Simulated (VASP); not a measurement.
Here is a VASP 6.6.1 calculation.

Contents of INCAR:

```
SYSTEM = GaAs
PREC = Accurate ; ENCUT = 500
EDIFF = 1E-6 ; ISMEAR = -1
SIGMA = 0.02 ; LREAL = .FALSE.
LASPH = .TRUE. ; NELM = 120
ALGO = Normal ; ISIF = 2
LWAVE = .FALSE. ; LCHARG = .FALSE.
GGA = PE ; NBANDS = 16
GGA_COMPAT = .FALSE.
```

File KPOINTS:

```
regular mesh
0
G
  8 8 8
  0 0 0
```

POSCAR

```
GaAs
1.0
    0.0000000000      2.8330850947      2.7446928398
    2.8330850947      0.0000000000      2.7446928398
    2.8330850947      2.8330850947      0.0000000000
Ga As
1 1
Direct
    0.0000000000      0.0000000000      0.0000000000
    0.2500000000      0.2500000000      0.2500000000
```

Potentials or basis: VASP PAW PBE potentials, release 64 (Ga_d, As).

Command:

```bash
$ cat potpaw_PBE.64/Ga_d/POTCAR potpaw_PBE.64/As/POTCAR > POTCAR
$ mpirun -np 1 vasp_std > vasp.out
```

Task: Predict the band gap on the k mesh.

Result: 0.59 eV, direct.

Task: Predict the pressure.

Result: 5.5 GPa.

Stress tensor (GPa, compression positive):
```
4.87 0.00 0.00
0.00 4.87 0.00
0.00 0.00 6.62
```

Caveat: the cell differs from its parent crystal (uniaxial z strain -3.1%). A k mesh can miss the band edges.
